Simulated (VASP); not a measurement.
# Zn2Cd3Se (P-4m2) in VASP: a series of runs

The runs below take Zn2Cd3Se through single point, relaxation of cell and atoms, with PBE.

All numbers are computed with VASP 6.6.1; they aren't measurements. Logs are shortened: lines on timing, memory, paths and dates and some standing lists are left out, and cuts for length are marked.

## 1. The cell of the first run

Symmetry: P-4m2, No. 115, tetragonal system. Conventional cell: a = 4.443 Å, b = 4.443 Å, c = 7.976 Å, α = 90.00°, β = 90.00°, γ = 90.00°. Zn (site symmetry 2mm) has 7 Cd at 2.86 to 3.85 Å and 2 Se at 3.12 Å within 3.9 Å. Within 3.9 Å of Cd (site symmetry 2mm) lie 2 Se at 2.95 Å and 2 Cd at 3.02 Å and 5 Zn at 3.15 to 3.85 Å. Cd (site symmetry -4m2) has 4 Zn at 2.86 Å and 4 Cd at 3.02 Å within 3.8 Å. Se (site symmetry -4m2) has 4 Cd at 2.95 Å and 4 Zn at 3.12 Å within 3.9 Å.

## 2. Single point, PBE (26.24 Å³/atom)

Input file INCAR:

```
SYSTEM = Zn2Cd3Se
PREC = Accurate
ENCUT = 520
EDIFF = 1E-6
ISMEAR = 0
SIGMA = 0.1
LREAL = .FALSE.
LASPH = .TRUE.
NELM = 100
ALGO = Normal
ISIF = 2
LWAVE = .FALSE.
LCHARG = .FALSE.
GGA = PE
NBANDS = 42
```

Input file KPOINTS:

```
regular mesh
0
G
  8 8 4
  0 0 0
```

Input file POSCAR:

```
Zn2Cd3Se
1.0
    4.4430141899      0.0000000000      0.0000000000
    0.0000000000      4.4430141899      0.0000000000
    0.0000000000      0.0000000000      7.9755703186
Zn Cd Se
2 3 1
Direct
    0.5000000000      0.0000000000      0.7256658419
    0.0000000000      0.5000000000      0.2743341581
    0.0000000000      0.5000000000      0.7566025412
    0.5000000000      0.5000000000      0.5000000000
    0.5000000000      0.0000000000      0.2433974588
    0.0000000000      0.0000000000      0.0000000000
```

Potentials or basis: VASP PAW PBE potentials, release 64 (Zn, Cd, Se).

On the command line:

```sh
> cat potpaw_PBE.64/Zn/POTCAR potpaw_PBE.64/Cd/POTCAR potpaw_PBE.64/Se/POTCAR > POTCAR
> mpirun -np 1 vasp_std > vasp.out
```

OUTCAR:

```text
SYSTEM = Zn2Cd3Se
   PREC = Accurate
   ENCUT = 520
   EDIFF = 1E-6
   ISMEAR = 0
   LREAL = .FALSE.
   LASPH = .TRUE.
   NELM = 100
   ISIF = 2
   GGA = PE

 ion  position               nearest neighbor table
   1  0.500  0.000  0.726-   4 2.86   4 2.86   3 3.15   3 3.15   3 3.15   3 3.15
   2  0.000  0.500  0.274-   4 2.86   4 2.86   5 3.15   5 3.15   5 3.15   5 3.15
   3  0.000  0.500  0.757-   6 2.95   6 2.95   4 3.02   4 3.02   1 3.15   1 3.15   1 3.15   1 3.15

   4  0.500  0.500  0.500-   1 2.86   2 2.86   1 2.86   2 2.86   3 3.02   5 3.02   5 3.02   3 3.02

   5  0.500  0.000  0.243-   6 2.95   6 2.95   4 3.02   4 3.02   2 3.15   2 3.15   2 3.15   2 3.15

   6  0.000  0.000  0.000-   3 2.95   5 2.95   3 2.95   5 2.95

  LATTYP: Found a simple tetragonal cell.
 ALAT       =     4.4430141899
 C/A-ratio  =     1.7950809918

  Lattice vectors:

 A1 = (   4.4430141899,   0.0000000000,   0.0000000000)
 A2 = (   0.0000000000,   4.4430141899,   0.0000000000)
 A3 = (   0.0000000000,   0.0000000000,   7.9755703186)

Analysis of symmetry for initial positions (statically):
=====================================================================
 Subroutine PRICEL returns:
 Original cell was already a primitive cell.

 Routine SETGRP: Setting up the symmetry group for a
 simple tetragonal supercell.

 Subroutine GETGRP returns: Found  8 space group operations
 (whereof  8 operations were pure point group operations)
 out of a pool of 16 trial point group operations.

The static configuration has the point symmetry D_2d.

Analysis of symmetry for dynamics (positions and initial velocities):
=====================================================================
 Subroutine PRICEL returns:
 Original cell was already a primitive cell.

 Routine SETGRP: Setting up the symmetry group for a
 simple tetragonal supercell.

 Subroutine GETGRP returns: Found  8 space group operations
 (whereof  8 operations were pure point group operations)
 out of a pool of 16 trial point group operations.

The dynamic configuration has the point symmetry D_2d.

 Subroutine INISYM returns: Found  8 space group operations
 (whereof  8 operations are pure point group operations),
 and found     1 'primitive' translations

----------------------------------------------------------------------------------------

                                     Primitive cell

  volume of cell :     157.4407

  direct lattice vectors                    reciprocal lattice vectors
     4.443014190  0.000000000  0.000000000     0.225072430  0.000000000  0.000000000
     0.000000000  4.443014190  0.000000000     0.000000000  0.225072430  0.000000000
     0.000000000  0.000000000  7.975570319     0.000000000  0.000000000  0.125382883

  length of vectors
     4.443014190  4.443014190  7.975570319     0.225072430  0.225072430  0.125382883

  position of ions in fractional coordinates (direct lattice)
     0.500000000  0.000000000  0.725665842
     0.000000000  0.500000000  0.274334158
     0.000000000  0.500000000  0.756602541
     0.500000000  0.500000000  0.500000000
     0.500000000  0.000000000  0.243397459
     0.000000000  0.000000000  0.000000000

  ion indices of the primitive-cell ions
   primitive index   ion index
                 1           1
                 2           2
                 3           3
                 4           4
                 5           5
                 6           6

----------------------------------------------------------------------------------------

 KPOINTS: regular mesh

Automatic generation of k-mesh.
 Grid dimensions read from file:
 generate k-points for:    8    8    4

 Generating k-lattice:

  Cartesian coordinates                     Fractional coordinates (reciprocal lattice)
     0.028134054  0.000000000  0.000000000     0.125000000  0.000000000  0.000000000
     0.000000000  0.028134054  0.000000000     0.000000000  0.125000000  0.000000000
     0.000000000  0.000000000  0.031345721     0.000000000  0.000000000  0.250000000

  Length of vectors
     0.028134054  0.028134054  0.031345721

  Shift w.r.t. Gamma in fractional coordinates (k-lattice)
     0.000000000  0.000000000  0.000000000

 Subroutine IBZKPT returns following result:
 ===========================================

 Found     45 irreducible k-points:

 Following reciprocal coordinates:
            Coordinates               Weight
  0.000000  0.000000  0.000000      1.000000
  0.125000  0.000000  0.000000      4.000000
  0.250000  0.000000  0.000000      4.000000
  0.375000  0.000000  0.000000      4.000000
  0.500000  0.000000  0.000000      2.000000
  0.125000  0.125000  0.000000      4.000000
[... 16 lines left out ...]
  0.375000  0.125000  0.250000     16.000000
  0.500000  0.125000  0.250000      8.000000
 [... further k-points ...]
   k-points           NKPTS =     45   k-points in BZ     NKDIM =     45   number of bands    NBANDS=     42
   number of dos      NEDOS =    301   number of ions     NIONS =      6
   total plane-waves  NPLWV =  77760
   dimension x,y,z NGX =    36 NGY =   36 NGZ =   60
   dimension x,y,z NGXF=    72 NGYF=   72 NGZF=  120
   ions per type =               2   3   1
   NGX,Y,Z   is equivalent  to a cutoff of  13.47, 13.47, 12.51 a.u.
   NGXF,Y,Z  is equivalent  to a cutoff of  26.94, 26.94, 25.01 a.u.
 SYSTEM =  Zn2Cd3Se
   PREC   = accura    normal or accurate (medium, high low for compatibility)
   ISTART =      0    job   : 0-new  1-cont  2-samecut
   ICHARG =      2    charge: 1-file 2-atom 10-const
   ISPIN  =      1    spin polarized calculation?
   LNONCOLLINEAR =      F non collinear calculations
   LSORBIT =      F    spin-orbit coupling
   LASPH  =      T    aspherical Exc in radial PAW
   ENCUT  =  520.0 eV  38.22 Ry    6.18 a.u.   8.26  8.26 14.83*2*pi/ulx,y,z
   NELM   =    100;   NELMIN=  2; NELMDL= -5     # of ELM steps
   EDIFF  = 0.1E-05   stopping-criterion for ELM
   LREAL  =      F    real-space projection
   EDIFFG = 0.1E-04   stopping-criterion for IOM
   NSW    =      0    number of steps for IOM
   IBRION =     -1    ionic relax: 0-MD 1-quasi-New 2-CG
   NFREE  =      0    steps in history (QN), initial steepest desc. (CG)
   ISIF   =      2    stress and relaxation
   ISYM   =      2    0-nonsym 1-usesym 2-fastsym
   POTIM  = 0.5000    time-step for ionic-motion
   TEBEG  =    0.0;   TEEND  =   0.0 temperature during run
   PSTRESS=    0.0 pullay stress
   NELECT =      66.0000    total number of electrons
   NUPDOWN=      -1.0000    fix difference up-down
   EMIN   =  10.00;   EMAX   =-10.00  energy-range for DOS
   EFERMI =   0.00;   METHOD = LEGACY
   ISMEAR =     0;   SIGMA  =   0.10  broadening in eV -4-tet -1-fermi 0-gaus
   EFERMI_NEDOS =   21; number of points for ismear=-14 and -15
   IALGO  =     38    algorithm
   IMIX   =      4    mixing-type and parameters
     AMIX     =   0.40;   BMIX     =  1.00
     AMIX_MAG =   1.60;   BMIX_MAG =  1.00
  volume/ion in A,a.u.               =      26.24       177.08
  Fermi-wavevector in a.u.,A,eV,Ry     =   1.225229  2.315346 20.424860  1.501185
  Thomas-Fermi vector in A             =   2.360274
   LORBIT       =      0    0 simple, 1 ext, 2 COOP (PROOUT), +10 PAW based schemes
   GGA     = PE    functional components
   LHFCALC =     F    Hartree Fock is set to
   AEXX    =    0.0000 exact exchange contribution
   IVDW    =     0    specifies the selected vdW correction
   LEPSILON=     F    determine dielectric tensor
   LRPA    =     F    only Hartree local field effects (RPA)
 non-spin polarized calculation
 Gauss-broadening in eV      SIGMA  =   0.10
  energy-cutoff  :      520.00
  volume of cell :      157.44
 maximum number of plane-waves:      4278
 NGX is ok and might be reduce to    36
   NGX = 17   NGY = 17   NGZ = 29

 number of electron      66.0000047 magnetization

 Free energy of the ion-electron system (eV)
  ---------------------------------------------------
  ext. energy  EPLUGINS =         0.00000000
  ---------------------------------------------------
  free energy    TOTEN  =        -7.80285851 eV

  energy without entropy =       -7.79675977  energy(sigma->0) =       -7.79980914

 E-fermi :   1.4201     XC(G=0):  -9.3580

 val. band max:        1.4108292876   @ k =   0.5000   0.3750   0.0000
 cond. band min:       1.4759694043   @ k =   0.3750   0.2500   0.2500
 fundamental gap:      0.0651401167
 Fermi energy:         1.4201245627

 k-point     1 :       0.0000    0.0000    0.0000
  band No.  band energies     occupation
      1     -11.6624      2.00000
      2      -7.6893      2.00000
      3      -7.6893      2.00000
      4      -7.6515      2.00000
      5      -7.6219      2.00000
      6      -7.4314      2.00000
[... 34 lines left out ...]
     41       6.1617      0.00000
     42       7.6151      0.00000

 k-point     2 :       0.1250    0.0000    0.0000
  band No.  band energies     occupation
      1     -11.6444      2.00000
      2      -7.6919      2.00000
      3      -7.6871      2.00000
      4      -7.6319      2.00000
      5      -7.6019      2.00000
      6      -7.4295      2.00000
[... 34 lines left out ...]
     41       6.3720      0.00000
     42       7.7484      0.00000

 k-point     3 :       0.2500    0.0000    0.0000
  band No.  band energies     occupation
      1     -11.6001      2.00000
      2      -7.6980      2.00000
      3      -7.6696      2.00000
      4      -7.5969      2.00000
      5      -7.5493      2.00000
      6      -7.4252      2.00000
[... 34 lines left out ...]
     41       7.0166      0.00000
     42       7.4495      0.00000

 k-point     4 :       0.3750    0.0000    0.0000
  band No.  band energies     occupation
      1     -11.5548      2.00000
      2      -7.7038      2.00000
      3      -7.6343      2.00000
      4      -7.5811      2.00000
      5      -7.4874      2.00000
      6      -7.4213      2.00000
[... 844 lines left out ...]
     41       6.7513      0.00000
     42       7.1051      0.00000

 k-point    23 :       0.3750    0.1250    0.2500
  band No.  band energies     occupation
      1     -11.5383      2.00000
      2      -7.7013      2.00000
      3      -7.6310      2.00000
      4      -7.5638      2.00000
      5      -7.4789      2.00000
      6      -7.4321      2.00000
[... 34 lines left out ...]
     41       6.6529      0.00000
     42       7.0353      0.00000

 k-point    24 :       0.5000    0.1250    0.2500
  band No.  band energies     occupation
      1     -11.5198      2.00000
      2      -7.7030      2.00000
      3      -7.5953      2.00000
      4      -7.5782      2.00000
      5      -7.4508      2.00000
      6      -7.4337      2.00000
[... 34 lines left out ...]
     41       6.9463      0.00000
     42       7.1178      0.00000

 [... further k-points ...]

------------------------ aborting loop because EDIFF is reached ----------------------------------------

  FORCE on cell =-STRESS in cart. coord.  units (eV):
  Direction    XX          YY          ZZ          XY          YZ          ZX
  --------------------------------------------------------------------------------------
  -------------------------------------------------------------------------------------
  Total       -2.7336259     -2.7336259     -2.6933992      0.0000000      0.0000000     -0.0000000
  in kB      -27.8184233    -27.8184233    -27.4090608      0.0000000      0.0000000     -0.0000000
  external PRESSURE =     -27.6819691 kB  Pullay stress =       0.0000000 kB

 VOLUME and BASIS-vectors are now :
 -----------------------------------------------------------------------------
  energy-cutoff  :      520.00
  volume of cell :      157.44
      direct lattice vectors                 reciprocal lattice vectors
     4.443014190  0.000000000  0.000000000     0.225072430  0.000000000  0.000000000
     0.000000000  4.443014190  0.000000000     0.000000000  0.225072430  0.000000000
     0.000000000  0.000000000  7.975570319     0.000000000  0.000000000  0.125382883

 POSITION                                       TOTAL-FORCE (eV/Angst)
 -----------------------------------------------------------------------------------
      2.22151      0.00000      5.78760        -0.000000      0.000000      0.000524
      0.00000      2.22151      2.18797         0.000000      0.000000     -0.000524
      0.00000      2.22151      6.03434         0.000000      0.000000      0.001745
      2.22151      2.22151      3.98779         0.000000      0.000000      0.000000
      2.22151      0.00000      1.94123        -0.000000      0.000000     -0.001745
      0.00000      0.00000      0.00000         0.000000      0.000000      0.000000
 -----------------------------------------------------------------------------------
    total drift:                                0.000000     -0.000000      0.000000

  FREE ENERGIE OF THE ION-ELECTRON SYSTEM (eV)
  ---------------------------------------------------
  free  energy   TOTEN  =        -7.8028585145 eV

  energy  without entropy=       -7.7967597708  energy(sigma->0) =       -7.79980914
```

Run time: 5.5 min. Hardware: 1 thread of Intel Xeon Platinum 8488C (Sapphire Rapids), shared host; peak memory 0.43 GiB.

Results:

```yaml
Free_energy: -7.8029 eV
Pressure: -2.8 GPa
Band_gap_on_the_k_mesh: zero (bands 33 and 34 overlap by 2.16 eV)
```

## 3. Relaxation of cell and atoms, PBE

This run uses another cell than the first one, of 21.69 Å³/atom.

Input file INCAR:

```
PREC = Accurate
ENCUT = 600
EDIFF = 1E-7
ISMEAR = 0
SIGMA = 0.1
LREAL = F
LASPH = T
NELM = 80
ALGO = Normal
ISIF = 3
LWAVE = F
LCHARG = F
GGA = PE
IBRION = 2
NSW = 100
EDIFFG = -0.01
```

Input file KPOINTS:

```
regular mesh
0
Gamma
  8 8 4
```

Input file POSCAR:

```
Zn2Cd3Se
1.0
    4.1101603972      0.0000000000      0.0000000000
    0.0000000000      4.1101603972      0.0000000000
    0.0000000000      0.0000000000      7.7018298484
Zn Cd Se
2 3 1
Direct
    0.5000000000      0.0000000000      0.7210686525
    0.0000000000      0.5000000000      0.2789313475
    0.5000000000      0.0000000000      0.3669379177
    0.0000000000      0.5000000000      0.6330620823
    0.0000000000      0.0000000000      0.0000000000
    0.5000000000      0.5000000000      0.0000000000
```

Potentials or basis: VASP PAW PBE potentials, release 64 (Zn, Cd, Se).

On the command line:

```sh
> cat potpaw_PBE.64/Zn/POTCAR potpaw_PBE.64/Cd/POTCAR potpaw_PBE.64/Se/POTCAR > POTCAR
> mpirun -np 1 vasp_std > vasp.out
```

Wall time 36 min (1 thread of Intel Xeon Platinum 8488C (Sapphire Rapids), shared host); peak memory 0.47 GiB.

The run converged. Its results:

```
Free energy                           : -7.5557 eV
Relaxed volume                        : 22.11 Å³/atom
Relaxed cell                          : a = 4.038 Å, b = 4.038 Å, c = 8.135 Å, α = 90.00°, β = 90.00°, γ = 90.00°
Space group after relaxing (to 0.1 Å) : P-4m2 (No. 115)
Energy gained by relaxing             : 4.9 meV/atom
Ionic steps                           : 12
Pressure after relaxing               : 0.0 GPa
Largest force after relaxing          : 0.010 eV/Å
Band gap on the k mesh                : zero (bands 33 and 34 overlap by 2.80 eV)
```

Forces in eV/Å, atoms in the order of the input:
```
Zn   0.000  0.000  0.006
Zn   0.000  0.000 -0.006
Cd   0.000  0.000  0.010
Cd   0.000  0.000 -0.010
Cd   0.000  0.000  0.000
Se   0.000  0.000  0.000
```

Step by step:
```
step  energy change (eV)  largest force (eV/Å)  pressure (GPa)  volume (Å³)
   1              0.0000                0.0740            0.62       130.11
   2             -0.0114                0.0230            0.07       131.70
   3             -0.0147                0.0297           -0.63       133.94
   4             -0.0151                0.0203           -0.49       133.44
   5             -0.0220                0.0426           -0.25       132.75
   6             -0.0256                0.0691            0.18       131.79
   7             -0.0274                0.0572            0.06       132.23
   8             -0.0283                0.0330           -0.20       133.36
   9             -0.0285                0.0384           -0.14       133.07
  10             -0.0292                0.0243            0.05       132.51
  11             -0.0292                0.0239            0.06       132.49
  12             -0.0294                0.0098           -0.02       132.67
```

Final structure:
```
Zn Cd Se
1.0
     4.03839    0.00000    0.00000
     0.00000    4.03839    0.00000
     0.00000    0.00000    8.13526
Zn Cd Se
2 3 1
Cartesian
  2.0192 0.0000 5.8545
  0.0000 2.0192 2.2808
  2.0192 0.0000 3.0018
  0.0000 2.0192 5.1334
  0.0000 0.0000 0.0000
  2.0192 2.0192 0.0000
```

Levels at points of the mesh, in eV from the Fermi level:
| k point | band 30 | band 31 | band 32 | band 33 | band 34 | band 35 | band 36 | band 37 |
| --- | --- | --- | --- | --- | --- | --- | --- | --- |
| (0.00, 0.00, 0.00) | -2.83 | -2.53 | -1.09 | 1.88 | 2.13 | 2.19 | 2.19 | 3.40 |
| (0.50, 0.00, 0.00) | -3.85 | -3.28 | -1.44 | 0.20 | 0.88 | 2.35 | 3.34 | 3.74 |
| (0.50, 0.50, 0.00) | -3.13 | -1.99 | -1.99 | -1.43 | -0.64 | -0.64 | -0.57 | 0.00 |
| (0.00, 0.00, 0.50) | -2.80 | -2.80 | -0.88 | 1.44 | 1.80 | 1.80 | 2.39 | 3.11 |
| (0.50, 0.00, 0.50) | -2.46 | -2.14 | -1.43 | -1.21 | 0.15 | 2.29 | 3.23 | 3.55 |
| (0.50, 0.50, 0.50) | -2.81 | -2.35 | -2.35 | -2.04 | 0.06 | 0.56 | 0.56 | 0.66 |

The gap in the log of VASP goes by the Fermi energy; the results here count the filled bands.